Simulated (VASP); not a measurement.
A run of VASP 6.6.1 is set up as follows.

File INCAR:

```
  PREC = Accurate
  ENCUT = 520
  EDIFF = 1E-6
  ISMEAR = 0
  SIGMA = 0.05
  LREAL = Auto
  LASPH = True
  NELM = 150
  ALGO = Normal
  ISIF = 2
  LWAVE = False
  LCHARG = False
  ISPIN = 2
  MAGMOM = 0 0 0 0 0 0 0 0 0 0 0 0 0 0 0 0 0 0 0
  LORBIT = 11
  GGA = PE
  NBANDS = 56
```

The input KPOINTS:

```
Automatic mesh
0
Gamma
  2 2 1
```

File POSCAR:

```
LiC18
1.0
    7.3980000000      0.0000000000      0.0000000000
   -3.6990000000      6.4068560000      0.0000000000
    0.0000000000      0.0000000000     12.0000000000
C Li
18 1
Direct
   -0.0108262154     -0.0042563779      0.0861388333
    0.2118104055      0.1070528197      0.0852978333
   -0.0105077417      0.3287084960      0.0848628333
    0.2116521618      0.4395308713      0.0850173333
   -0.0108006275      0.6616626002      0.0843449167
    0.2122327095      0.7724873167      0.0786658333
    0.3239129628     -0.0038004600      0.0809054167
    0.5462490233      0.1071968841      0.0838712500
    0.3231870873      0.3292560345      0.0856895000
    0.5451229582      0.4400190983      0.0850794167
    0.3235385647      0.6615210331      0.0830015833
    0.5455496214      0.7733217353      0.0846265000
    0.6566082167     -0.0044088707      0.0845630000
    0.8783829563      0.1067859181      0.0855137500
    0.6563854525      0.3291036977      0.0853529167
    0.8781940844      0.4393162575      0.0854242500
    0.6560166853      0.6620066067      0.0858260000
    0.8779404947      0.7732191889      0.0862301667
    1.1984437672      0.8599456582      0.2370880833
```

Potentials or basis: VASP PAW PBE potentials, release 64 (C, Li_sv).

Launch:

```bash
$ cat potpaw_PBE.64/C/POTCAR potpaw_PBE.64/Li_sv/POTCAR > POTCAR
$ mpirun -np 1 vasp_std > vasp.out
```

(1) Predict the largest force.

(2) Predict the net moment.

Answers

(1) 0.335 eV/Å.

(2) 0.00 μB per cell.

Caveat: the k points lie up to 0.49 Å⁻¹ apart; there is no dipole correction, which matters where the two faces differ; no moment was typed at the start, so none could form.
